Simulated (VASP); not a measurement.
Write the native input for VASP 6.6.1 that does the following.

| Item | Value |
| --- | --- |
| Task | single point |
| Functional | PBE |
| Potentials or basis | VASP PAW PBE potentials, release 64 (Zn, S) |
| Cutoff | 520 eV |
| k mesh | 12 × 12 × 4 |
| Occupations | fermi-dirac, width 0.02 eV |
| Spin | no spin polarisation |
| Dipole correction | no |
| Further INCAR settings | ALGO = Normal; EDIFF = 1e-06; NBANDS = 26 |

The structure of ZnS lies in POSCAR:

```
ZnS
1.0
    3.9196143824      0.0000000000      0.0000000000
   -1.9598071912      3.3944856282      0.0000000000
    0.0000000000      0.0000000000      6.4313129044
Zn S
2 2
Direct
    0.3333333333      0.6666666667      0.0000487913
    0.6666666667      0.3333333333      0.5000487913
    0.3333333333      0.6666666667      0.3749512087
    0.6666666667      0.3333333333      0.8749512087
```

This cell differs from its parent crystal: strain +3.0%.

One way to write it, as run:

INCAR

```
SYSTEM = ZnS
  ALGO = Normal
  EDIFF = 1E-6
  ENCUT = 520
  GGA = PE
  ISIF = 2
  ISMEAR = -1
  LASPH = .TRUE.
  LCHARG = .FALSE.
  LREAL = .FALSE.
  LWAVE = .FALSE.
  NBANDS = 26
  NELM = 60
  PREC = Accurate
  SIGMA = 0.02
```

KPOINTS

```
k-points
0
G
  12 12 4
  0 0 0
```

Potentials or basis: VASP PAW PBE potentials, release 64 (Zn, S).

Command:

```bash
$ cat potpaw_PBE.64/Zn/POTCAR potpaw_PBE.64/S/POTCAR > POTCAR
$ mpirun -np 1 vasp_std > vasp.out
```

It gave:

- Pressure: -3.4 GPa
- Band gap on the k mesh: 1.83 eV

Caveat: the cell differs from its parent crystal (strain +3.0%); the cell stands under tension.

Run time: 110 s on 1 thread of Intel(R) Xeon(R) Platinum 8259CL CPU @ 2.50GHz (Skylake/Cascade Lake) (shared host), peak memory 0.26 GiB.
